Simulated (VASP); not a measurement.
# Lu (Im-3m) in VASP: a series of runs, part 2 of 2

VASP 6.6.1. The steps go on from the part before.

**3. Single point, PBEsol**

This run uses another cell than the first one, of 20.85 Å³/atom, 1.091 times its volume.

INCAR reads:

```
SYSTEM = Lu
PREC     = Accurate       ! precision mode
ENCUT    = 520            ! plane-wave cutoff, eV
EDIFF    = 1E-6           ! SCF threshold, eV
ISMEAR   = 0              ! smearing method
SIGMA    = 0.05           ! smearing width, eV
LREAL    = .False.        ! projectors in reciprocal space
LASPH    = .True.         ! aspherical terms in the spheres
NELM     = 100            ! most SCF steps
ALGO     = Normal         ! electronic algorithm
ISIF     = 2              ! what is computed and relaxed
LWAVE    = .False.        ! write WAVECAR
LCHARG   = .False.        ! write CHGCAR
GGA      = PS             ! functional
NBANDS   = 18             ! bands
```

KPOINTS reads:

```
regular mesh
0
Gamma
  6 6 6
  0 0 0
```

POSCAR reads:

```
Lu
1.0
    1.7339686031      1.7339686031      1.7339686031
   -1.7339686031      1.7339686031      1.7339686031
   -1.7339686031     -1.7339686031      1.7339686031
Lu
1
Direct
    0.0000000000      0.0000000000      0.0000000000
```

Potentials or basis: VASP PAW PBE potentials, release 64 (Lu).

On the command line:

```console
$ cat potpaw_PBE.64/Lu/POTCAR > POTCAR
$ mpirun -np 1 vasp_std > vasp.out
```

OUTCAR:

```text
SYSTEM = Lu
   PREC = Accurate
   ENCUT = 520
   EDIFF = 1E-6
   ISMEAR = 0
   LREAL = .False.
   LASPH = .True.
   NELM = 100
   ISIF = 2
   GGA = PS

 ion  position               nearest neighbor table
   1  0.000  0.000  0.000-

  LATTYP: Found a body centered cubic cell.
 ALAT       =     3.4679372062

  Lattice vectors:

 A1 = (   1.7339686031,  -1.7339686031,  -1.7339686031)
 A2 = (   1.7339686031,   1.7339686031,   1.7339686031)
 A3 = (  -1.7339686031,  -1.7339686031,   1.7339686031)

[... 505 lines left out ...]
     18      12.5331      0.00000

------------------------ aborting loop because EDIFF is reached ----------------------------------------

  FORCE on cell =-STRESS in cart. coord.  units (eV):
  Direction    XX          YY          ZZ          XY          YZ          ZX
  --------------------------------------------------------------------------------------
  -------------------------------------------------------------------------------------
  Total        2.6767890      2.6767890      2.6767890      0.0000000     -0.0000000      0.0000000
  in kB      205.6558408    205.6558408    205.6558408      0.0000000     -0.0000000      0.0000000
  external PRESSURE =     205.6558408 kB  Pullay stress =       0.0000000 kB

 VOLUME and BASIS-vectors are now :
 -----------------------------------------------------------------------------
  energy-cutoff  :      520.00
  volume of cell :       20.85
      direct lattice vectors                 reciprocal lattice vectors
     1.733968603  1.733968603  1.733968603     0.288355856  0.000000000  0.288355856
    -1.733968603  1.733968603  1.733968603    -0.288355856  0.288355856  0.000000000
    -1.733968603 -1.733968603  1.733968603     0.000000000 -0.288355856  0.288355856

 POSITION                                       TOTAL-FORCE (eV/Angst)
 -----------------------------------------------------------------------------------
      0.00000      0.00000      0.00000         0.000000      0.000000      0.000000
 -----------------------------------------------------------------------------------
    total drift:                                0.000000     -0.000000      0.000000

  FREE ENERGIE OF THE ION-ELECTRON SYSTEM (eV)
  ---------------------------------------------------
  free  energy   TOTEN  =        -4.3995184073 eV

  energy  without entropy=       -4.3911402646  energy(sigma->0) =       -4.39532934
```

OSZICAR:

```text
N       E                     dE             d eps       ncg     rms          rms(c)
DAV:   1     0.694251155887E+02    0.69425E+02   -0.98433E+03   728   0.459E+03
DAV:   2     0.893438937564E+00   -0.68532E+02   -0.66798E+02   580   0.349E+02
DAV:   3    -0.437088084256E+01   -0.52643E+01   -0.52037E+01   626   0.714E+01
DAV:   4    -0.458088333181E+01   -0.21000E+00   -0.20937E+00   782   0.125E+01
DAV:   5    -0.458547804751E+01   -0.45947E-02   -0.45934E-02   704   0.170E+00    0.354E+00
DAV:   6    -0.441088964128E+01    0.17459E+00   -0.75988E-01   858   0.213E+01    0.126E+00
DAV:   7    -0.439983094735E+01    0.11059E-01   -0.43680E-02   818   0.262E+00    0.421E-01
DAV:   8    -0.439891059025E+01    0.92036E-03   -0.70654E-03   924   0.612E-01    0.127E-01
DAV:   9    -0.439955626133E+01   -0.64567E-03   -0.19130E-03   850   0.299E-01    0.399E-02
DAV:  10    -0.439951939199E+01    0.36869E-04   -0.22708E-04   906   0.215E-01    0.962E-03
DAV:  11    -0.439951871953E+01    0.67246E-06   -0.13727E-05   800   0.447E-02    0.408E-03
DAV:  12    -0.439951840727E+01    0.31226E-06   -0.58159E-07   458   0.119E-02
   1 F= -.43995184E+01 E0= -.43953293E+01  d E =-.837814E-02
```

Wall time 7.4 s (1 thread of Intel Xeon Platinum 8259CL at 2.50GHz (Skylake/Cascade Lake), shared host); peak memory 0.15 GiB.

Results:

| Quantity | Value |
| --- | --- |
| Free energy | -4.3995 eV |
| Pressure | 20.6 GPa |

Levels at points of the mesh, in eV from the Fermi level:
| k point | band 8 | band 9 | band 10 | band 11 | band 12 | band 13 | band 14 | band 15 | band 16 | band 17 |
| --- | --- | --- | --- | --- | --- | --- | --- | --- | --- | --- |
| (0.00, 0.00, 0.00) | -4.79 | -4.58 | -4.58 | -4.58 | -4.52 | 2.42 | 2.42 | 2.42 | 5.53 | 5.53 |
| (0.50, 0.00, 0.00) | -4.62 | -4.59 | -4.59 | -4.55 | -3.33 | -0.08 | 1.99 | 5.52 | 6.78 | 10.00 |
| (0.50, 0.50, 0.50) | -4.69 | -4.56 | -4.56 | -4.56 | -2.74 | -2.74 | 8.50 | 8.50 | 8.50 | 8.87 |

Caveat: the k points lie up to 0.43 Å⁻¹ apart; the PAW data sets were made with another functional, which shifts forces and pressure a little; spin-orbit coupling is left out, which moves the levels of the heavy elements.
